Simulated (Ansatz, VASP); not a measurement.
**One calculation of HC18N, two programs**

```
C N H
1.0
     7.39800    0.00000    0.00000
    -3.69900    6.40686    0.00000
     0.00000    0.00000   13.00000
C N H
18 1 1
Direct
  0.00946 0.99412 0.07146
  0.22918 0.10411 0.07142
  0.00696 0.32505 0.07203
  0.23006 0.43579 0.07600
  0.00802 0.66252 0.07635
  0.23099 0.77309 0.07204
  0.34100 0.99290 0.07176
  0.56442 0.10402 0.07142
  0.33651 0.32491 0.07904
  0.56011 0.43071 0.10249
  0.34335 0.66234 0.07604
  0.56069 0.77324 0.07914
  0.67414 0.99403 0.07149
  0.89717 0.10525 0.07181
  0.67769 0.32421 0.07908
  0.89457 0.43561 0.07632
  0.67848 0.66742 0.10258
  0.90255 0.77393 0.07917
  0.62617 0.54893 0.20139
  0.49804 0.54890 0.23204
```

Alike in both runs: functional PBE; k mesh 2 × 2 × 1; occupations gaussian, width 0.05 eV; no spin polarisation.

Ansatz relaxed the structure, and its values are those at the end. VASP's run is a single point on that final structure, the one shown.

```csv
,VASP,Ansatz
version,VASP 6.6.1,Ansatz 0.2.0
potentials or method,"VASP PAW PBE potentials, release 64 (C, N, H), cutoff 520 eV","scalar-relativistic, plane waves, PAW"
valence electrons in the cell,78,78
```

|  | VASP | Ansatz | Ansatz less VASP |
| --- | --- | --- | --- |
| rms of the force components (eV/Å) | 0.019 | 0.003 | -0.0155 |

With one functional, cell and mesh, what is left measures potentials, basis and numerics. Ansatz's warnings: xc potential rough in thin density.

The k mesh is coarse, so the values compare programs but aren't converged.
